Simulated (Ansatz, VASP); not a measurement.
**Two plane-wave programs on Zn4HO4**

```
CELL_PARAMETERS angstrom
5.51481 0.00000 0.00000
0.00000 5.51481 0.00000
0.00000 0.00000 3.24301
ATOMIC_POSITIONS crystal
Zn 0.18207 0.18207 0.50000
Zn 0.81793 0.81793 0.50000
Zn 0.68207 0.31793 0.00000
Zn 0.31793 0.68207 0.00000
O 0.81800 0.18200 0.50000
O 0.18200 0.81800 0.50000
O 0.68200 0.68200 0.00000
O 0.31800 0.31800 0.00000
H 0.00004 0.58200 0.10000
```

Alike in both runs: task single point; functional PBEsol; k mesh 4 × 4 × 8; occupations gaussian, width 0.05 eV; no spin polarisation.

|  | VASP | Ansatz |
| --- | --- | --- |
| version | VASP 6.6.1 | Ansatz 0.2.0 |
| potentials or method | VASP PAW PBE potentials, release 64 (Zn, O, H), cutoff 520 eV | scalar-relativistic, plane waves, PAW |
| valence electrons in the cell | 73 | 73 |

|  | VASP | Ansatz | Ansatz less VASP |
| --- | --- | --- | --- |
| gap on the k mesh at the Fermi level (eV) | none | none | - |
| pressure (GPa) | 4.0 | 3.2 | -0.83 |
| traceless stress, the component that is largest in VASP (GPa) | -1.52 | -1.49 | +0.030 |
| rms of the force components (eV/Å) | 0.293 | 0.292 | -0.0012 |

VASP's potentials were made for PBE, not for PBEsol, and Ansatz warns of the same on its side. Atom by atom the forces differ by 0.004 eV/Å (rms over components). A gap of «none» marks a metal or a gap that the smearing closes.
